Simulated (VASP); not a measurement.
Here is a VASP 6.6.1 calculation.

INCAR

```
SYSTEM = Zr
PREC = Accurate
ENCUT = 600
EDIFF = 1E-6
ISMEAR = -1
SIGMA = 0.05
LREAL = .FALSE.
LASPH = .TRUE.
NELM = 80
ALGO = Normal
ISIF = 4
LWAVE = .FALSE.
LCHARG = .FALSE.
GGA = PE
IBRION = 2
NSW = 50
EDIFFG = -0.005
```

KPOINTS

```
Automatic mesh
0
G
  15 15 8
  0 0 0
```

Contents of POSCAR:

```
Zr
1.0
    3.0490211083      0.0000000000      0.0000000000
   -1.5245105542      2.6405297364      0.0000000000
    0.0000000000      0.0000000000      4.8797613046
Zr
2
Direct
    0.3333333333      0.6666666667      0.2500000000
    0.6666666667      0.3333333333      0.7500000000
```

Potentials or basis: VASP PAW PBE potentials, release 64 (Zr_sv).

The run is started by

```bash
$ cat potpaw_PBE.64/Zr_sv/POTCAR > POTCAR
$ mpirun -np 1 vasp_std > vasp.out
```

**Question.** What does it give for the band gap on the k mesh?

**Answer.** Zero (bands 12 and 13 overlap by 1.46 eV).

The path:
| step | energy change (eV) | largest force (eV/Å) | pressure (GPa) | volume (Å³) |
| --- | --- | --- | --- | --- |
| 1 | 0.0000 | 0.0000 | 21.58 | 39.29 |
| 2 | -0.0065 | 0.0000 | 21.27 | 39.29 |
| 3 | -0.0076 | 0.0000 | 21.07 | 39.29 |
